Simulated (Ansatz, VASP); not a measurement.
# Two plane-wave programs on Zr3TiSi8

Contents of INCAR:

```
SYSTEM = Zr3TiSi8
PREC     = Accurate       ! precision mode
ENCUT    = 520            ! plane-wave cutoff, eV
EDIFF    = 1E-6           ! SCF threshold, eV
ISMEAR   = 0              ! smearing method
SIGMA    = 0.1            ! smearing width, eV
LREAL    = .False.        ! projectors in reciprocal space
LASPH    = .True.         ! aspherical terms in the spheres
NELM     = 80             ! most SCF steps
ALGO     = Normal         ! electronic algorithm
ISIF     = 2              ! what is computed and relaxed
LWAVE    = .False.        ! write WAVECAR
LCHARG   = .False.        ! write CHGCAR
GGA      = PE             ! functional
NBANDS   = 52             ! bands
```

File KPOINTS:

```
regular mesh
0
Gamma
  4 6 6
  0 0 0
```

The input POSCAR:

```
Zr3TiSi8
1.0
    7.1638638400      0.0000000000      0.0000000000
    0.0000000000      1.7959553400      7.2507156400
    0.0000000000     -1.7959553400      7.2507156400
Zr Ti Si
3 1 8
Direct
    0.7500000000      0.6059118600      0.6059118600
    0.2500000000      0.6059118600      0.6059118600
    0.5000000000      0.3940881400      0.3940881400
    0.0000000000      0.3940881400      0.3940881400
    0.0000000000      0.0514614100      0.0514614100
    0.5000000000      0.0514614100      0.0514614100
    0.7500000000      0.9485385900      0.9485385900
    0.2500000000      0.9485385900      0.9485385900
    0.7500000000      0.2497509700      0.2497509700
    0.2500000000      0.2497509700      0.2497509700
    0.0000000000      0.7502490300      0.7502490300
    0.5000000000      0.7502490300      0.7502490300
```

Input for Ansatz:

```yaml
crystal:
  lattice:
    - [7.16386384, 0.0, 0.0]
    - [0.0, 1.79595534, 7.25071564]
    - [0.0, -1.79595534, 7.25071564]
  atoms:
    - { symbol: Zr, position: [0.75, 0.60591186, 0.60591186] }
    - { symbol: Zr, position: [0.25, 0.60591186, 0.60591186] }
    - { symbol: Zr, position: [0.5, 0.39408814, 0.39408814] }
    - { symbol: Ti, position: [0.0, 0.39408814, 0.39408814] }
    - { symbol: Si, position: [0.0, 0.05146141, 0.05146141] }
    - { symbol: Si, position: [0.5, 0.05146141, 0.05146141] }
    - { symbol: Si, position: [0.75, 0.94853859, 0.94853859] }
    - { symbol: Si, position: [0.25, 0.94853859, 0.94853859] }
    - { symbol: Si, position: [0.75, 0.24975097, 0.24975097] }
    - { symbol: Si, position: [0.25, 0.24975097, 0.24975097] }
    - { symbol: Si, position: [0.0, 0.75024903, 0.75024903] }
    - { symbol: Si, position: [0.5, 0.75024903, 0.75024903] }
basis:
  ecutwfc: 420
kpoints:
  mp_grid: { grid: [4, 6, 6] }
hamiltonian:
  xc: pbe
scf:
  occupations: { method: gaussian, width: 0.1 }
  lower_state_search: "off"
output:
  forces: true
  stress: true
  eigenvalues: true
```

Alike in both runs: task single point; functional PBE; k mesh 4 × 6 × 6; occupations gaussian, width 0.1 eV; no spin polarisation.

|  | VASP | Ansatz |
| --- | --- | --- |
| version | VASP 6.6.1 | Ansatz 0.2.0 |
| potentials or method | VASP PAW PBE potentials, release 64 (Zr_sv, Ti_sv, Si), cutoff 520 eV | scalar-relativistic, plane waves, PAW |
| valence electrons in the cell | 80 | 80 |

```csv
,VASP,Ansatz,Ansatz less VASP
gap on the k mesh at the Fermi level (eV),none,none,-
pressure (GPa),7.5,7.5,-0.02
"traceless stress, the component that is largest in VASP (GPa)",-1.90,-1.90,-0.004
rms of the force components (eV/Å),0.354,0.356,+0.0016
```

Atom by atom the forces differ by 0.005 eV/Å (rms over components). A gap of «none» marks a metal or a gap that the smearing closes. The functional is the same, so the differences come from potentials, cutoffs and numerics.
